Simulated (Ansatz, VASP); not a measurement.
## Te2Mo in VASP and in Ansatz

```
CELL_PARAMETERS angstrom
3.55698 0.00000 0.00000
-1.77849 3.08043 0.00000
0.00000 0.00000 15.21176
ATOMIC_POSITIONS crystal
Te 0.33333 0.66667 0.63115
Te 0.66667 0.33333 0.13115
Te 0.33333 0.66667 0.86885
Te 0.66667 0.33333 0.36885
Mo 0.33333 0.66667 0.25000
Mo 0.66667 0.33333 0.75000
```

Alike in both runs: task relaxation of cell and atoms; functional PBE; k mesh 12 × 12 × 2; no spin polarisation.

|  | VASP | Ansatz |
| --- | --- | --- |
| version | VASP 6.6.1 | Ansatz 0.2.0 |
| potentials or method | VASP PAW PBE potentials, release 64 (Te, Mo_sv), cutoff 500 eV | scalar-relativistic, plane waves, PAW |
| occupations | gaussian, width 0.01 eV | fixed |
| valence electrons in the cell | 52 | 92 |

```tsv
	VASP	Ansatz	Ansatz less VASP
gap on the k mesh at the Fermi level, each at its own relaxed structure (eV)	1.01	1.02	+0.004
relaxed volume (Å³/atom)	27.95	28.02	+0.067
relaxed cell length with the largest relative difference (Å)	15.317	15.344	+0.0264
```

VASP's potentials hold 52 valence electrons a cell and Ansatz's 92, so a difference there can come from the potentials and not from the codes.

Spin-orbit coupling is off throughout.
